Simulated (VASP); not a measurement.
Runs of VASP 6.6.1 on BIr3Pd. The structure is that of space group P6/mmm (No. 191), or close to it. The cells are those of the table. 

```csv
task,potentials or basis,cell,k mesh,cutoff (eV),second run,gap on the mesh (eV),pressure (GPa),relaxed volume (Å³/atom)
single point,"VASP PAW PBE potentials, release 64 (B, Pd_sv_GW, Ir_sv_GW)","a = 4.014, b = 4.014, c = 5.140 Å, angles 90.0, 90.0, 120.0°, 5 atoms",6 × 6 × 4,540,valence_matched,none,216.5,-
single point,"VASP PAW PBE potentials, release 64 (B, Pd, Ir)","a = 4.937, b = 4.937, c = 4.098 Å, angles 90.0, 90.0, 120.0°, 5 atoms",6 × 6 × 4,520,-,none,0.2,-
relaxation of cell and atoms,"VASP PAW PBE potentials, release 64 (B, Pd, Ir)","relaxed from a = 4.014, b = 4.014, c = 5.140 Å, angles 90.0, 90.0, 120.0°, 5 atoms",6 × 6 × 4,600,-,none,-0.1,17.33
single point,"VASP PAW PBE potentials, release 64 (B, Pd, Ir)","a = 4.933, b = 4.933, c = 4.097 Å, angles 90.0, 90.0, 120.0°, 5 atoms",12 × 12 × 10,520,-,none,(a),-
single point,"VASP PAW PBE potentials, release 64 (B, Pd, Ir)","a = 4.014, b = 4.014, c = 5.140 Å, angles 90.0, 90.0, 120.0°, 5 atoms",6 × 6 × 4,520,-,none,198.2,-
relaxation of cell and atoms,"VASP PAW PBE potentials, release 64 (B, Pd, Ir)","relaxed from a = 4.937, b = 4.937, c = 4.098 Å, angles 90.0, 90.0, 120.0°, 5 atoms",12 × 12 × 10,600,-,none,0.0,(b)
```

Alike in all rows: level PBE; no spin polarisation; smearing gaussian 0.1 eV.

Q: Fill in the values left out.

A: (a) 0.3; (b) 17.29.

Caveats: some runs use coarse meshes; spin-orbit coupling is left out, which moves the levels of the heavy elements; the volume moved by over 15 % at a fixed basis, so the end points are rough (some runs).

A k mesh can miss the band edges, and the runs leave out spin-orbit coupling on Ir, Pd.

A gap of «none» marks levels without a gap at the run's occupations.

The runs don't all hold the same shells in valence.
